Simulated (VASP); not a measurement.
Set up this calculation in VASP 6.6.1, as the native input.

```yaml
Task: single point
Functional: PBE
Dispersion: D3(BJ)
Potentials_or_basis: VASP PAW PBE potentials, release 64 (Mo_sv, S)
Cutoff: 520 eV
k_mesh: 12 × 12 × 6
Occupations: gaussian, width 0.05 eV
Spin: no spin polarisation
Dipole_correction: no
Further_INCAR_settings: ALGO = Normal; EDIFF = 1e-06; NBANDS = 20
```

The structure of MoS2 lies in POSCAR:

```
MoS2
1.0
    3.2384949447      0.0000000000      0.0000000000
   -1.6192474724      2.8046188921      0.0000000000
    0.0000000000      0.0000000000      6.2881035464
Mo S
1 2
Direct
    0.0000000000      0.0000000000      0.0000000000
    0.3333333333      0.6666666667      0.2356692374
    0.3333333333      0.6666666667      0.7643307626
```

This cell differs from its parent crystal: ratio of the length along z to the lengths across it x 0.92, volume and fractional coordinates fixed.

These files were run (other wordings do the same):

INCAR

```
SYSTEM = MoS2
  ALGO = Normal
  EDIFF = 1E-6
  ENCUT = 520
  GGA = PE
  ISIF = 2
  ISMEAR = 0
  IVDW = 12
  LASPH = .TRUE.
  LCHARG = .FALSE.
  LREAL = .FALSE.
  LWAVE = .FALSE.
  NBANDS = 20
  NELM = 100
  PREC = Accurate
  SIGMA = 0.05
```

KPOINTS

```
k-points
0
G
  12 12 6
  0 0 0
```

Potentials or basis: VASP PAW PBE potentials, release 64 (Mo_sv, S).

The run is started by

```console
$ cat potpaw_PBE.64/Mo_sv/POTCAR potpaw_PBE.64/S/POTCAR > POTCAR
$ mpirun -np 1 vasp_std > vasp.out
```

It gave:

- Pressure: 0.9 GPa
- Largest force: 0.991 eV/Å
- Band gap on the k mesh: 0.21 eV, indirect (least direct gap 1.36 eV)
- Dispersion energy per atom: -0.396 eV

Wall time 27 s on 1 thread of Intel(R) Xeon(R) 6975P-C (Granite Rapids), with other jobs on the host, peak memory 0.23 GiB.
